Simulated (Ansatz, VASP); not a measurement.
# One calculation of CdSe, two programs

File INCAR:

```
SYSTEM = CdSe
  PREC = Accurate
  ENCUT = 520
  EDIFF = 1E-8
  ISMEAR = -1
  SIGMA = 0.05
  LREAL = .FALSE.
  LASPH = .TRUE.
  NELM = 100
  ALGO = Normal
  ISIF = 2
  LWAVE = .FALSE.
  LCHARG = .FALSE.
  GGA = PE
  LEFG = .TRUE.
  NBANDS = 16
```

File KPOINTS:

```
Automatic mesh
0
G
  11 11 11
  0 0 0
```

The input POSCAR:

```
CdSe
1.0
    0.0000000000      2.8739580000      2.8739580000
    2.8739580000      0.0000000000      2.8739580000
    2.8739580000      2.8739580000      0.0000000000
Cd Se
1 1
Direct
    0.0000000000      0.0000000000      0.0000000000
    0.5000000000      0.5000000000      0.5000000000
```

Input for Ansatz:

```yaml
crystal:
  lattice:
    - [0.0, 2.873958, 2.873958]
    - [2.873958, 0.0, 2.873958]
    - [2.873958, 2.873958, 0.0]
  atoms:
    - { symbol: Cd, position: [0.0, 0.0, 0.0] }
    - { symbol: Se, position: [0.5, 0.5, 0.5] }
kpoints:
  mp_grid: { grid: [11, 11, 11] }
  band_path:
    path:
      - [0.0, 0.0, 0.0]
      - [0.5, 0.0, 0.5]
      - [0.625, 0.25, 0.625]
      - [0.375, 0.375, 0.75]
      - [0.0, 0.0, 0.0]
      - [0.5, 0.5, 0.5]
      - [0.5, 0.25, 0.75]
      - [0.5, 0.0, 0.5]
    npoints: 5
scf:
  occupations: { method: fermi_dirac, width: 0.05 }
hamiltonian:
  xc: pbe
  pseudopotentials: { kind: paw }
output:
  forces: true
  stress: true
  eigenvalues: true
  efg: { contact_densities: true }
```

Alike in both runs: task electric field gradients; functional PBE; k mesh 11 × 11 × 11; occupations fermi-dirac, width 0.05 eV; no spin polarisation.

```csv
,VASP,Ansatz
version,VASP 6.6.1,Ansatz 0.2.0
potentials or method,"VASP PAW PBE potentials, release 64 (Cd, Se)","PAW with Ansatz's default frozen-core files, scalar-relativistic"
plane-wave cutoff (eV),520,420
valence electrons in the cell,18,36
```

|  | VASP | Ansatz | Ansatz less VASP |
| --- | --- | --- | --- |
| pressure (GPa) | 0.0 | -0.3 | -0.32 |

VASP's potentials hold 18 valence electrons a cell and Ansatz's 36, so a difference there can come from the potentials and not from the codes.
